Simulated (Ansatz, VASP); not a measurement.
Hg in VASP and in Ansatz

Contents of INCAR:

```
PREC     = Accurate       # precision mode
ENCUT    = 520            # plane-wave cutoff, eV
EDIFF    = 1E-6           # SCF threshold, eV
ISMEAR   = 0              # smearing method
SIGMA    = 0.1            # smearing width, eV
LREAL    = False          # projectors in reciprocal space
LASPH    = True           # aspherical terms in the spheres
NELM     = 150            # most SCF steps
ALGO     = Normal         # electronic algorithm
ISIF     = 2              # what is computed and relaxed
LWAVE    = False          # write WAVECAR
LCHARG   = True           # write CHGCAR
LDAU     = True           # DFT+U
LDAUTYPE = 1            
LDAUL    = 2              # shell
LDAUU    = 4.7            # U, eV
LDAUJ    = 1            
LDAUPRINT= 1            
GGA      = PE             # functional
LELF     = True           # ELF
LVHAR    = True         
NBANDS   = 12             # bands
```

File KPOINTS:

```
regular mesh
0
Gamma
  6 6 6
```

The input POSCAR:

```
Hg
1.0
    2.1821462819     -1.9983927526      0.0000000000
    2.1821462819      1.9983927526      0.0000000000
   -0.3406442421      0.0000000000      2.9692749400
Hg
1
Direct
    0.5000000000      0.5000000000      0.5000000000
```

Input for Ansatz:

```yaml
crystal:
  lattice:
    - [2.1821462819, -1.9983927526, 0.0]
    - [2.1821462819, 1.9983927526, 0.0]
    - [-0.3406442421, 0.0, 2.96927494]
  atoms:
    - { symbol: Hg, position: [0.5, 0.5, 0.5] }
basis:
  ecutwfc: 420
kpoints:
  mp_grid: { grid: [6, 6, 6] }
hamiltonian:
  xc: pbe
  hubbard: { sites: [{ species: Hg, l: d, u: 4.7, j: 1.0 }] }
scf:
  occupations: { method: gaussian, width: 0.1 }
output:
  forces: true
  stress: true
  eigenvalues: true
```

Alike in both runs: task single point; functional PBE; k mesh 6 × 6 × 6; occupations gaussian, width 0.1 eV; no spin polarisation; Hubbard terms Hg d U = 4.7 eV, J = 1.0 eV.

|  | VASP | Ansatz |
| --- | --- | --- |
| version | VASP 6.6.1 | Ansatz 0.2.0 |
| potentials or method | VASP PAW PBE potentials, release 64 (Hg), cutoff 520 eV | scalar-relativistic, plane waves, PAW |
| valence electrons in the cell | 12 | 20 |

|  | VASP | Ansatz | Ansatz less VASP |
| --- | --- | --- | --- |
| gap on the k mesh at the Fermi level (eV) | none | none | - |
| pressure (GPa) | 3.3 | 4.1 | +0.79 |
| traceless stress, the component that is largest in VASP (GPa) | 1.06 | 1.23 | +0.173 |

The programs project onto different local orbitals, so the same U acts differently, and such runs can settle in different states. A gap of «none» marks a metal or a gap that the smearing closes. VASP's potentials hold 12 valence electrons a cell and Ansatz's 20, so a difference there can come from the potentials and not from the codes. Ansatz's warnings: filled band counts differ across k points.

Spin-orbit coupling is off throughout.
